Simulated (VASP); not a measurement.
**GeB16N15 (a cell with a defect): single point with PBE**

GeB16N15 (a cell with a defect):

```
B N Ge
1.0
    -3.62411    3.62411   -3.62411
     3.62411    3.62411    3.62411
     3.62411   -3.62411   -3.62411
B N Ge
16 15 1
Direct
  0.00176 0.00526 0.00127
  0.99984 0.25058 0.75402
  0.99984 0.50429 0.50029
  0.00176 0.75154 0.25497
  0.24708 0.99686 0.74562
  0.21166 0.25058 0.50031
  0.24710 0.49591 0.24659
  0.25547 0.75154 0.00126
  0.50080 0.96143 0.50030
  0.50078 0.25057 0.21115
  0.50080 0.50429 0.99935
  0.50079 0.74962 0.75402
  0.74613 0.99688 0.24659
  0.75452 0.25059 0.99935
  0.78995 0.53973 0.78944
  0.75452 0.74962 0.50031
  0.98632 0.99501 0.24473
  0.00079 0.25058 0.00030
  0.01529 0.50949 0.75922
  0.00080 0.75058 0.50030
  0.24522 0.99500 0.98581
  0.24189 0.25058 0.75589
  0.24189 0.50615 0.50030
  0.24522 0.73609 0.24472
  0.50080 0.99167 0.75588
  0.50080 0.50616 0.24140
  0.50081 0.75059 0.00031
  0.75638 0.99167 0.50030
  0.75638 0.25059 0.24140
  0.75971 0.50949 0.01479
  0.75971 0.76507 0.75922
  0.50080 0.25058 0.50031
```

```
Program                : VASP 6.6.1
Task                   : single point
Functional             : PBE
Potentials or basis    : VASP PAW PBE potentials, release 64 (B, N, Ge_d)
Cutoff                 : 520 eV
k mesh                 : 1 × 1 × 1
Occupations            : fermi-dirac, width 0.01 eV
Spin                   : no spin polarisation
Dipole correction      : no
Charge                 : -1
Further INCAR settings : LREAL = Auto; ALGO = Normal; EDIFF = 1e-06; NBANDS = 90; NELECT = 138.0
```

| Property | Result |
| --- | --- |
| Largest force | 0.590 eV/Å |

Forces on the atoms (eV/Å):
```
B    0.118  0.118  0.047
B    0.117 -0.118 -0.047
B    0.119  0.047  0.118
B    0.118 -0.047 -0.118
B   -0.117 -0.046  0.119
B   -0.341  0.340 -0.341
B   -0.118 -0.119  0.048
B   -0.047  0.118 -0.118
B    0.341  0.339  0.340
B    0.340 -0.339 -0.341
B    0.047  0.119  0.118
B    0.047 -0.117 -0.118
B   -0.047 -0.118  0.117
B   -0.118  0.117 -0.046
B   -0.339 -0.341  0.338
B   -0.118  0.047 -0.117
N    0.031  0.028 -0.028
N    0.000  0.001 -0.001
N    0.031 -0.028  0.029
N    0.000 -0.001 -0.001
N    0.028  0.029 -0.028
N   -0.029  0.029  0.031
N   -0.028 -0.030 -0.029
N    0.028  0.029 -0.031
N   -0.031  0.029  0.028
N   -0.030 -0.028 -0.027
N   -0.001  0.000  0.000
N    0.029 -0.030  0.028
N    0.027 -0.030  0.031
N   -0.029  0.031  0.029
N   -0.029 -0.028 -0.030
Ge   0.000 -0.001  0.001
```

Levels at points of the mesh, in eV from the Fermi level:
| k point | band 65 | band 66 | band 67 | band 68 | band 69 | band 70 | band 71 | band 72 | band 73 | band 74 |
| --- | --- | --- | --- | --- | --- | --- | --- | --- | --- | --- |
| (0.00, 0.00, 0.00) | -3.29 | -3.29 | -0.33 | -0.33 | -0.33 | 1.71 | 1.89 | 1.89 | 5.93 | 5.93 |

It took 110 s on 1 thread of Intel Xeon 8259CL (shared host), peak memory 0.32 GiB.

Caveat: the k points lie up to 1.23 Å⁻¹ apart, too coarse for converged energies, forces and pressures; the cell carries a net charge on a neutralising background, which shifts energy and pressure; the cell is charged against a uniform background, so pressure and absolute levels hang on convention.
